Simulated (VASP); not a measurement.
Here is a VASP 6.6.1 calculation.

INCAR

```
SYSTEM = TiS2
ALGO = Normal
EDIFF = 1E-6
ENCUT = 500
GGA = PE
GGA_COMPAT = .False.
ISIF = 2
ISMEAR = 0
IVDW = 12
LASPH = .True.
LCHARG = .True.
LELF = .True.
LREAL = .False.
LVHAR = .True.
LWAVE = .False.
NBANDS = 19
NELM = 120
PREC = Accurate
SIGMA = 0.1
```

Contents of KPOINTS:

```
k-points
0
Gamma
  15 15 8
  0 0 0
```

POSCAR

```
TiS2
1.0
    3.3605463332      0.0000000000      0.0000000000
   -1.6802731666      2.9103184952      0.0000000000
    0.0000000000      0.0000000000      5.5201190920
Ti S
1 2
Direct
    0.0000000000      0.0000000000      0.0000000000
    0.3333333333      0.6666666667      0.2586701495
    0.6666666667      0.3333333333      0.7413298505
```

Potentials or basis: VASP PAW PBE potentials, release 64 (Ti_sv, S).

Run with:

```sh
$ cat potpaw_PBE.64/Ti_sv/POTCAR potpaw_PBE.64/S/POTCAR > POTCAR
$ mpirun -np 1 vasp_std > vasp.out
```

Question: Estimate the pressure.

Answer: 0.0 GPa.

Question: Estimate the dispersion energy per atom.

Answer: -0.410 eV.

Stress tensor (GPa, compression positive):
```
-0.06  0.00  0.00
 0.00 -0.06  0.00
 0.00  0.00  0.08
```

Caveat: pairwise dispersion overbinds metals, which lowers pressure and volume.
